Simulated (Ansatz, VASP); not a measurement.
## Two plane-wave programs on ZrTi

```
Zr Ti
1.0
     3.09105    0.00000    0.00000
     0.00000    3.09105    0.00000
     0.00000    0.00000    4.16959
Zr Ti
1 1
Direct
  0.50000 0.50000 0.50000
  0.00000 0.00000 0.00000
```

Alike in both runs: task single point; functional LDA; k mesh 7 × 7 × 6; occupations fermi-dirac, width 0.1 eV; no spin polarisation.

```csv
,VASP,Ansatz
version,VASP 6.6.1,Ansatz 0.2.0
potentials or method,"VASP PAW LDA potentials, release 64 (Zr_sv, Ti_sv), cutoff 520 eV","plane waves, PAW"
valence electrons in the cell,24,24
```

VASP gave:

```
pressure (GPa)                                                : -5.3
traceless stress, the component that is largest in VASP (GPa) : -0.57
```

Question: What did Ansatz give for the same quantities?

Answer: Pressure (GPa): -5.4; traceless stress, the component that is largest in VASP (GPa): -0.55.

LDA's correlation is that of Perdew and Zunger in VASP and of Perdew and Wang (1992) in Ansatz.
